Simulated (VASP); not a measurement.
# SiC (P6_3mc) in VASP: a series of runs

Aim: see how the results for SiC move with the level of theory and the settings. Levels: PBEsol, LDA. Tasks: relaxation of cell and atoms.

All numbers are computed with VASP 6.6.1; they aren't measurements. Logs are shortened: lines on timing, memory, paths and dates and some standing lists are left out, and cuts for length are marked.

### Step 1. The cell of the first run

The structure is hexagonal, space group P6_3mc (No. 186). Conventional cell: a = 3.095 Å, b = 3.095 Å, c = 15.187 Å, α = 90.00°, β = 90.00°, γ = 120.00°. Within 2.5 Å of Si (site symmetry 3m) lie 4 C at 1.89 to 1.90 Å. Si (site symmetry 3m) has 4 C at 1.89 to 1.90 Å within 2.5 Å. Si (site symmetry 3m) has 4 C at 1.90 Å within 2.5 Å. Within 2.5 Å of C (site symmetry 3m) lie 4 Si at 1.89 to 1.90 Å. Within 2.5 Å of C (site symmetry 3m) lie 4 Si at 1.89 to 1.90 Å. C (site symmetry 3m) has 4 Si at 1.90 Å within 2.5 Å.

### Step 2. Relaxation of cell and atoms, PBEsol

Input file INCAR:

```
SYSTEM = SiC
ALGO = Normal
EDIFF = 1E-7
EDIFFG = -0.005
ENCUT = 600
GGA = PS
IBRION = 2
ISIF = 3
ISMEAR = -1
LASPH = .True.
LCHARG = .False.
LREAL = .False.
LWAVE = .False.
NELM = 100
NSW = 80
PREC = Accurate
SIGMA = 0.02
```

Input file KPOINTS:

```
k-points
0
Gamma
  12 12 2
  0 0 0
```

Input file POSCAR:

```
SiC
1.0
    3.0950015813      0.0000000000      0.0000000000
   -1.5475007906      2.6803499942      0.0000000000
    0.0000000000      0.0000000000     15.1865709582
Si C
6 6
Direct
    0.3333333333      0.6666666667      0.8329927008
    0.6666666667      0.3333333333      0.3329927008
    0.6666666667      0.3333333333      0.6665012400
    0.3333333333      0.6666666667      0.1665012400
    0.0000000000      0.0000000000      0.4997230253
    0.0000000000      0.0000000000      0.9997230253
    0.0000000000      0.0000000000      0.8743713553
    0.0000000000      0.0000000000      0.3743713553
    0.3333333333      0.6666666667      0.7079991940
    0.6666666667      0.3333333333      0.2079991940
    0.6666666667      0.3333333333      0.5415134846
    0.3333333333      0.6666666667      0.0415134846
```

Potentials or basis: VASP PAW PBE potentials, release 64 (Si, C).

On the command line:

```
$ cat potpaw_PBE.64/Si/POTCAR potpaw_PBE.64/C/POTCAR > POTCAR
$ mpirun -np 1 vasp_std > vasp.out
```

OUTCAR:

```text
SYSTEM = SiC
   EDIFF = 1E-7
   EDIFFG = -0.005
   ENCUT = 600
   GGA = PS
   IBRION = 2
   ISIF = 3
   ISMEAR = -1
   LASPH = .True.
   LREAL = .False.
   NELM = 100
   NSW = 80
   PREC = Accurate

 ion  position               nearest neighbor table
   1  0.333  0.667  0.833-   7 1.89   7 1.89   7 1.89   9 1.90   3 3.10   3 3.10   3 3.10   6 3.10
                             6 3.10   6 3.10
   2  0.667  0.333  0.333-   8 1.89   8 1.89   8 1.89  10 1.90   4 3.10   4 3.10   4 3.10   5 3.10
                             5 3.10   5 3.10
   3  0.667  0.333  0.667-   9 1.89   9 1.89   9 1.89  11 1.90   1 3.10   1 3.10   1 3.10   5 3.10
                             5 3.10   5 3.10
   4  0.333  0.667  0.167-  10 1.89  10 1.89  10 1.89  12 1.90   2 3.10   2 3.10   2 3.10   6 3.10
                             6 3.10   6 3.10
   5  0.000  0.000  0.500-  11 1.90  11 1.90  11 1.90   8 1.90   2 3.10   2 3.10   2 3.10   3 3.10
                             3 3.10   3 3.10
   6  0.000  0.000  1.000-  12 1.90  12 1.90  12 1.90   7 1.90   1 3.10   1 3.10   1 3.10   4 3.10
                             4 3.10   4 3.10
   7  0.000  0.000  0.874-   1 1.89   1 1.89   1 1.89   6 1.90
   8  0.000  0.000  0.374-   2 1.89   2 1.89   2 1.89   5 1.90
   9  0.333  0.667  0.708-   3 1.89   3 1.89   3 1.89   1 1.90
  10  0.667  0.333  0.208-   4 1.89   4 1.89   4 1.89   2 1.90
  11  0.667  0.333  0.542-   5 1.90   5 1.90   5 1.90   3 1.90
  12  0.333  0.667  0.042-   6 1.90   6 1.90   6 1.90   4 1.90

  LATTYP: Found a hexagonal cell.
 ALAT       =     3.0950015813
 C/A-ratio  =     4.9068055570

  Lattice vectors:

 A1 = (   3.0950015813,   0.0000000000,   0.0000000000)
 A2 = (  -1.5475007906,   2.6803499942,   0.0000000000)
 A3 = (   0.0000000000,   0.0000000000,  15.1865709582)

Analysis of symmetry for initial positions (statically):
=====================================================================
 Subroutine PRICEL returns:
 Original cell was already a primitive cell.

 Routine SETGRP: Setting up the symmetry group for a
 hexagonal supercell.

 Subroutine GETGRP returns: Found 12 space group operations
 (whereof  6 operations were pure point group operations)
 out of a pool of 24 trial point group operations.

The static configuration has the point symmetry C_3v.
 The point group associated with its full space group is C_6v.

Analysis of symmetry for dynamics (positions and initial velocities):
=====================================================================
 Subroutine PRICEL returns:
 Original cell was already a primitive cell.

 Routine SETGRP: Setting up the symmetry group for a
 hexagonal supercell.
[... 130 lines left out ...]
   IBRION =      2    ionic relax: 0-MD 1-quasi-New 2-CG
   NFREE  =      1    steps in history (QN), initial steepest desc. (CG)
   ISIF   =      3    stress and relaxation
   ISYM   =      2    0-nonsym 1-usesym 2-fastsym
   POTIM  = 0.5000    time-step for ionic-motion
   TEBEG  =    0.0;   TEEND  =   0.0 temperature during run
   PSTRESS=    0.0 pullay stress
   NELECT =      48.0000    total number of electrons
   NUPDOWN=      -1.0000    fix difference up-down
   EMIN   =  10.00;   EMAX   =-10.00  energy-range for DOS
   EFERMI =   0.00;   METHOD = LEGACY
   ISMEAR =    -1;   SIGMA  =   0.02  broadening in eV -4-tet -1-fermi 0-gaus
   EFERMI_NEDOS =   21; number of points for ismear=-14 and -15
   IALGO  =     38    algorithm
   IMIX   =      4    mixing-type and parameters
     AMIX     =   0.40;   BMIX     =  1.00
     AMIX_MAG =   1.60;   BMIX_MAG =  1.00
  volume/ion in A,a.u.               =      10.50        70.85
  Fermi-wavevector in a.u.,A,eV,Ry     =   1.186819  2.242763 19.164346  1.408540
  Thomas-Fermi vector in A             =   2.322984
   LORBIT       =      0    0 simple, 1 ext, 2 COOP (PROOUT), +10 PAW based schemes
   GGA     = PS    functional components
   LHFCALC =     F    Hartree Fock is set to
   AEXX    =    0.0000 exact exchange contribution
   IVDW    =     0    specifies the selected vdW correction
   LEPSILON=     F    determine dielectric tensor
   LRPA    =     F    only Hartree local field effects (RPA)
 conjugate gradient relaxation of ions
 non-spin polarized calculation
  energy-cutoff  :      600.00
  volume of cell :      125.98
 maximum number of plane-waves:      4232
 NGX is ok and might be reduce to    28
   NGX = 13   NGY = 13   NGZ = 61

--------------------------------------- Ionic step        1  -------------------------------------------

 number of electron      48.0000001 magnetization

 Free energy of the ion-electron system (eV)
  ---------------------------------------------------
  ext. energy  EPLUGINS =         0.00000000
  ---------------------------------------------------
  free energy    TOTEN  =       -95.49534979 eV

  energy without entropy =      -95.49534979  energy(sigma->0) =      -95.49534979

------------------------ aborting loop because EDIFF is reached ----------------------------------------

  FORCE on cell =-STRESS in cart. coord.  units (eV):
  Direction    XX          YY          ZZ          XY          YZ          ZX
  --------------------------------------------------------------------------------------
  -------------------------------------------------------------------------------------
  Total       -2.4966630     -2.4966630     -2.4911701     -0.0000000      0.0000000      0.0000000
  in kB      -31.7510732    -31.7510732    -31.6812176     -0.0000000      0.0000000      0.0000000
  external PRESSURE =     -31.7277880 kB  Pullay stress =       0.0000000 kB
[... 79 lines left out ...]
--------------------------------------- Ionic step        3  -------------------------------------------

 number of electron      48.0000001 magnetization

 Free energy of the ion-electron system (eV)
  ---------------------------------------------------
  ext. energy  EPLUGINS =         0.00000000
  ---------------------------------------------------
  free energy    TOTEN  =       -95.51390484 eV

  energy without entropy =      -95.51390484  energy(sigma->0) =      -95.51390484

 E-fermi :   8.5027     XC(G=0): -11.5035

 val. band max:        8.1023201744   @ k =   0.0000   0.0000   0.0000
 cond. band min:      10.0146421338   @ k =   0.5000   0.0000   0.0000
 fundamental gap:      1.9123219594
 Fermi energy:         8.5027395085

 k-point     1 :       0.0000    0.0000    0.0000
  band No.  band energies     occupation
      1      -7.3751      2.00000
      2      -6.8514      2.00000
      3      -6.8156      2.00000
      4      -5.3115      2.00000
      5      -5.2828      2.00000
      6      -3.7710      2.00000
[... 805 lines left out ...]
     30      13.3178      0.00000
     31      14.1109      0.00000

 [... further k-points ...]
[... 5 lines left out ...]
  --------------------------------------------------------------------------------------
  -------------------------------------------------------------------------------------
  Total        0.0057018      0.0057018     -0.0181701      0.0000000      0.0000000      0.0000000
  in kB        0.0735899      0.0735899     -0.2345106      0.0000000      0.0000000      0.0000000
  external PRESSURE =      -0.0291103 kB  Pullay stress =       0.0000000 kB
[... 27 lines left out ...]
  FREE ENERGIE OF THE ION-ELECTRON SYSTEM (eV)
  ---------------------------------------------------
  free  energy   TOTEN  =       -95.5139048384 eV

  energy  without entropy=      -95.5139048384  energy(sigma->0) =      -95.51390484

 reached required accuracy - stopping structural energy minimisation
```

OSZICAR:

```text
N       E                     dE             d eps       ncg     rms          rms(c)
DAV:   1     0.157923555487E+03    0.15792E+03   -0.24105E+04  2356   0.156E+03
[... 25 lines left out ...]
DAV:   1    -0.955222653636E+02   -0.29039E-01   -0.34674E-01  2643   0.347E+00    0.701E-01
DAV:   2    -0.955157854620E+02    0.64799E-02   -0.13772E-02  2839   0.579E-01    0.339E-01
DAV:   3    -0.955141218692E+02    0.16636E-02   -0.51066E-03  2678   0.304E-01    0.642E-02
DAV:   4    -0.955139505188E+02    0.17135E-03   -0.45509E-04  2874   0.937E-02    0.309E-02
DAV:   5    -0.955139133175E+02    0.37201E-04   -0.37324E-05  2762   0.276E-02    0.248E-02
DAV:   6    -0.955139064768E+02    0.68407E-05   -0.76090E-06  2874   0.118E-02    0.184E-02
DAV:   7    -0.955139048290E+02    0.16478E-05   -0.31796E-06  2755   0.761E-03    0.291E-03
DAV:   8    -0.955139048384E+02   -0.93714E-08   -0.71743E-08  1843   0.148E-03
   3 F= -.95513905E+02 E0= -.95513905E+02  d E =-.185550E-01
```

Wall time 3.7 min (1 thread of AMD EPYC 9R45 (Zen 5), shared host); peak memory 0.35 GiB.

What came out:

| Quantity | Value |
| --- | --- |
| Free energy | -95.5139 eV |
| Relaxed volume | 10.34 Å³/atom |
| Relaxed cell | a = 3.080 Å, b = 3.080 Å, c = 15.112 Å, α = 90.00°, β = 90.00°, γ = 120.00° |
| Space group after relaxing (to 0.1 Å) | P6_3mc (No. 186) |
| Energy gained by relaxing | 1.5 meV/atom |
| Ionic steps | 3 |
| Pressure after relaxing | 0.0 GPa |
| Largest force after relaxing | 0.004 eV/Å |
| Band gap on the k mesh | 1.91 eV (least direct gap 3.02 eV) |

Forces in eV/Å, atoms in the order of the input:
```
Si   0.000  0.000  0.001
Si   0.000  0.000  0.001
Si   0.000  0.000  0.001
Si   0.000  0.000  0.001
Si   0.000  0.000 -0.004
Si   0.000  0.000 -0.004
C    0.000  0.000  0.002
C    0.000  0.000  0.002
C    0.000  0.000  0.000
C    0.000  0.000  0.000
C    0.000  0.000  0.001
C    0.000  0.000  0.001
```

Step by step:
```csv
step,energy change (eV),largest force (eV/Å),pressure (GPa),volume (Å³)
1,0.0000,0.0029,-3.17,125.98
2,0.0021,0.0121,3.53,122.23
3,-0.0186,0.0042,0.00,124.14
```

Final structure:
```yaml
crystal:
  lattice:
    - [3.07981, 0.00000, 0.00000]
    - [-1.53991, 2.66719, 0.00000]
    - [0.00000, 0.00000, 15.11219]
  atoms:
    - { symbol: Si, position: [0.33333, 0.66667, 0.83299] }
    - { symbol: Si, position: [0.66667, 0.33333, 0.33299] }
    - { symbol: Si, position: [0.66667, 0.33333, 0.66650] }
    - { symbol: Si, position: [0.33333, 0.66667, 0.16650] }
    - { symbol: Si, position: [0.00000, 0.00000, 0.49973] }
    - { symbol: Si, position: [0.00000, 0.00000, 0.99973] }
    - { symbol: C, position: [0.00000, 0.00000, 0.87437] }
    - { symbol: C, position: [0.00000, 0.00000, 0.37437] }
    - { symbol: C, position: [0.33333, 0.66667, 0.70800] }
    - { symbol: C, position: [0.66667, 0.33333, 0.20800] }
    - { symbol: C, position: [0.66667, 0.33333, 0.54151] }
    - { symbol: C, position: [0.33333, 0.66667, 0.04151] }
```

Levels at points of the mesh, in eV from the valence-band top:
```
           k point  band 22  band 23  band 24  band 25  band 26  band 27
(0.00, 0.00, 0.00)    -0.04     0.00     0.00     5.12     5.29     5.70
(0.50, 0.00, 0.00)    -1.79    -1.68    -1.10     1.91     2.10     3.10
(0.00, 0.00, 0.50)    -0.10    -0.10    -0.10     5.19     5.19     5.93
(0.50, 0.00, 0.50)    -1.73    -1.31    -1.31     1.95     1.95     3.32
```

Caveat: the PAW data sets were made with another functional, which shifts forces and pressure a little. A k mesh can miss the band edges.

### Step 3. Relaxation of cell and atoms, LDA

Input file INCAR:

```
SYSTEM = SiC
PREC = Accurate
ENCUT = 600
EDIFF = 1E-6
ISMEAR = -1
SIGMA = 0.02
LREAL = .False.
LASPH = .True.
NELM = 60
ALGO = Normal
ISIF = 3
LWAVE = .False.
LCHARG = .False.
GGA = CA
IBRION = 2
NSW = 80
EDIFFG = -0.005
```

Input file KPOINTS:

```
Automatic mesh
0
Gamma
  12 12 2
  0 0 0
```

POSCAR is that of step 2.

Potentials or basis: VASP PAW LDA potentials, release 64 (Si, C).

On the command line:

```
$ cat potpaw_LDA.64/Si/POTCAR potpaw_LDA.64/C/POTCAR > POTCAR
$ mpirun -np 1 vasp_std > vasp.out
```

Wall time 5 min (1 thread of AMD EPYC 9R45 (Zen 5), shared host); peak memory 0.29 GiB.

The run converged. Its results:

```yaml
Free_energy: -99.8874 eV
Relaxed_volume: 10.15 Å³/atom
Relaxed_cell: a = 3.060 Å, b = 3.060 Å, c = 15.016 Å, α = 90.00°, β = 90.00°, γ = 120.00°
Space_group_after_relaxing_to_0.1_Å: P6_3mc (No. 186)
Energy_gained_by_relaxing: 8.2 meV/atom
Ionic_steps: 6
Pressure_after_relaxing: 0.0 GPa
Band_gap_on_the_k_mesh: 1.97 eV (least direct gap 3.07 eV)
```

The path:
```tsv
step	energy change (eV)	largest force (eV/Å)	pressure (GPa)	volume (Å³)
1	0.0000	0.0116	-7.27	125.98
2	0.0165	0.0347	8.79	117.50
3	-0.0978	0.0091	-0.06	121.81
4	-0.0978	0.0095	0.10	121.73
5	-0.0978	0.0098	-0.09	121.83
6	-0.0978	0.0014	0.00	121.78
```

Final structure:
```yaml
crystal:
  lattice:
    - [3.06022, 0.00000, 0.00000]
    - [-1.53011, 2.65023, 0.00000]
    - [0.00000, 0.00000, 15.01587]
  atoms:
    - { symbol: Si, position: [0.33333, 0.66667, 0.83299] }
    - { symbol: Si, position: [0.66667, 0.33333, 0.33299] }
    - { symbol: Si, position: [0.66667, 0.33333, 0.66650] }
    - { symbol: Si, position: [0.33333, 0.66667, 0.16650] }
    - { symbol: Si, position: [0.00000, 0.00000, 0.49973] }
    - { symbol: Si, position: [0.00000, 0.00000, 0.99973] }
    - { symbol: C, position: [0.00000, 0.00000, 0.87437] }
    - { symbol: C, position: [0.00000, 0.00000, 0.37437] }
    - { symbol: C, position: [0.33333, 0.66667, 0.70800] }
    - { symbol: C, position: [0.66667, 0.33333, 0.20800] }
    - { symbol: C, position: [0.66667, 0.33333, 0.54152] }
    - { symbol: C, position: [0.33333, 0.66667, 0.04152] }
```

Levels at points of the mesh, in eV from the valence-band top:
| k point | band 21 | band 22 | band 23 | band 24 | band 25 | band 26 | band 27 | band 28 |
| --- | --- | --- | --- | --- | --- | --- | --- | --- |
| (0.00, 0.00, 0.00) | -0.30 | -0.04 | 0.00 | 0.00 | 5.31 | 5.47 | 5.89 | 6.40 |
| (0.50, 0.00, 0.00) | -1.83 | -1.80 | -1.69 | -1.11 | 1.97 | 2.16 | 3.16 | 3.86 |
| (0.00, 0.00, 0.50) | -0.10 | -0.10 | -0.10 | -0.10 | 5.37 | 5.37 | 6.12 | 6.12 |
| (0.50, 0.00, 0.50) | -1.73 | -1.73 | -1.32 | -1.32 | 2.01 | 2.01 | 3.38 | 3.38 |

A k mesh can miss the band edges.
